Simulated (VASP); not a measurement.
A run of VASP 6.6.1 is set up as follows.

Contents of INCAR:

```
SYSTEM = SnO
PREC     = Accurate       ! precision mode
ENCUT    = 520            ! plane-wave cutoff, eV
EDIFF    = 1E-8           ! SCF threshold, eV
ISMEAR   = -1             ! smearing method
SIGMA    = 0.01           ! smearing width, eV
LREAL    = .False.        ! projectors in reciprocal space
LASPH    = .True.         ! aspherical terms in the spheres
NELM     = 80             ! most SCF steps
ALGO     = Normal         ! electronic algorithm
ISIF     = 2              ! what is computed and relaxed
LWAVE    = .False.        ! write WAVECAR
LCHARG   = .False.        ! write CHGCAR
GGA      = PE             ! functional
LEFG     = .True.       
NBANDS   = 28             ! bands
```

The input KPOINTS:

```
Automatic mesh
0
Gamma
  8 8 6
  0 0 0
```

The input POSCAR:

```
SnO
1.0
    3.9160600000      0.0000000000      0.0000000000
    0.0000000000      3.9160600000      0.0000000000
    0.0000000000      0.0000000000      4.8360000000
Sn O
2 2
Direct
    0.0000000000      0.5000000000      0.2385000000
    0.5000000000      0.0000000000      0.7615000000
    0.0000000000      0.0000000000      0.0000000000
    0.5000000000      0.5000000000      0.0000000000
```

Potentials or basis: VASP PAW PBE potentials, release 64 (Sn_d, O).

Launch:

```console
$ cat potpaw_PBE.64/Sn_d/POTCAR potpaw_PBE.64/O/POTCAR > POTCAR
$ mpirun -np 1 vasp_std > vasp.out
```

**Question.** Predict the band gap on the k mesh.

**Answer.** 0.37 eV (least direct gap 1.99 eV).

**Question.** Estimate the largest force.

**Answer.** 0.214 eV/Å.

**Question.** What does it give for the pressure?

**Answer.** -1.4 GPa.

Forces on the atoms (eV/Å):
```
Sn   0.000  0.000 -0.214
Sn   0.000  0.000  0.214
O    0.000  0.000  0.000
O    0.000  0.000  0.000
```

Caveat: the cell differs from its parent crystal (equal xx and yy strain of +3 %); semilocal functionals underestimate gaps, and a narrow one can read as zero; without QUAD_EFG the Cq values of the log hold for a quadrupole moment of 1 mb, not for the nuclei; spin-orbit coupling is left out, which moves the levels of the heavy elements. A k mesh can miss the band edges.
